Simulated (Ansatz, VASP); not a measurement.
PbS in VASP and in Ansatz

Contents of INCAR:

```
PREC = Accurate ; ENCUT = 520
EDIFF = 1E-6 ; ISMEAR = 0
SIGMA = 0.01 ; LREAL = F
LASPH = T ; NELM = 60
ALGO = Normal ; ISIF = 2
LWAVE = F ; LCHARG = T
GGA = PS ; LELF = T
LVHAR = T ; NBANDS = 17
```

KPOINTS

```
regular mesh
0
Gamma
  6 6 6
```

The input POSCAR:

```
PbS
1.0
    2.1126617100      1.2197458000      3.4519162500
   -2.1126617100      1.2197458000      3.4519162500
    0.0000000000     -2.4394916100      3.4519162500
Pb S
1 1
Direct
    0.9805657823      0.9805657823      0.9805657782
    0.4750355513      0.4750355513      0.4750355494
```

Input for Ansatz:

```yaml
crystal:
  lattice:
    - [2.11266171, 1.2197458, 3.45191625]
    - [-2.11266171, 1.2197458, 3.45191625]
    - [0.0, -2.43949161, 3.45191625]
  atoms:
    - { symbol: Pb, position: [0.9805657822545326, 0.9805657822545326, 0.9805657782349829] }
    - { symbol: S, position: [0.4750355513136433, 0.4750355513136433, 0.47503554936637055] }
basis:
  ecutwfc: 450.0
kpoints:
  mp_grid:
    grid: [6, 6, 6]
  band_path:
    path:
      - [-4.4810697841246836e-10, -4.481069232119886e-10, -0.49999999978698834]
      - [-0.0033624059903817408, 0.0033624050941678395, -0.49999999978698834]
      - [0.003362405094167785, -0.003362405990381686, -0.49999999978698834]
      - [-0.001941286181962764, -0.0019412861819627088, -0.4961174283033613]
      - [0.001941285285748807, 0.0019412852857488623, -0.5038825712706154]
      - [-0.005493895791374371, -0.005493895791374315, -0.5054938951302558]
      - [0.005493894895160415, 0.00549389489516047, -0.49450610444372095]
      - [0.00530369082802357, -0.0014211202565259007, -0.5038825712706154]
      - [0.001421119360311999, -0.005303691724237471, -0.4961174283033613]
      - [-0.0014211202565259555, 0.005303690828023625, -0.5038825712706154]
      - [-0.005303691724237527, 0.0014211193603120538, -0.4961174283033613]
      - [0.008856300437435176, 0.0021314893528857066, -0.49450610444372095]
      - [-0.002131490249099608, -0.00885630133364908, -0.5054938951302558]
      - [0.002131489352885652, 0.008856300437435231, -0.49450610444372095]
      - [-0.008856301333649133, -0.0021314902490995533, -0.5054938951302558]
      - [0.0074351806290162, 0.0074351806290162544, -0.4983886759273481]
      - [-0.0035526100575185857, -0.0035526100575185306, -0.5093764666138829]
      - [0.0035526091613046285, 0.0035526091613046836, -0.4906235329600939]
      - [-0.007435181525230156, -0.0074351815252301015, -0.5016113236466287]
    npoints: 1
hamiltonian:
  xc: pbesol
  pseudopotentials:
    kind: paw
scf:
  occupations:
    method: fixed
```

Alike in both runs: task single point; functional PBEsol; k mesh 6 × 6 × 6; no spin polarisation.

```csv
,VASP,Ansatz
version,VASP 6.6.1,Ansatz 0.2.0
potentials or method,"VASP PAW PBE potentials, release 64 (Pb_d, S), cutoff 520 eV","plane waves, PAW"
occupations,"gaussian, width 0.01 eV",fixed
valence electrons in the cell,20,20
```

Ansatz gave:

| Property | Result |
| --- | --- |
| gap on the k mesh at the Fermi level (eV) | 0.35 |

What did VASP give for the same quantities?

gap on the k mesh at the Fermi level (eV): 0.36.

VASP's potentials were made for PBE, not for PBEsol.

Spin-orbit coupling is off throughout.
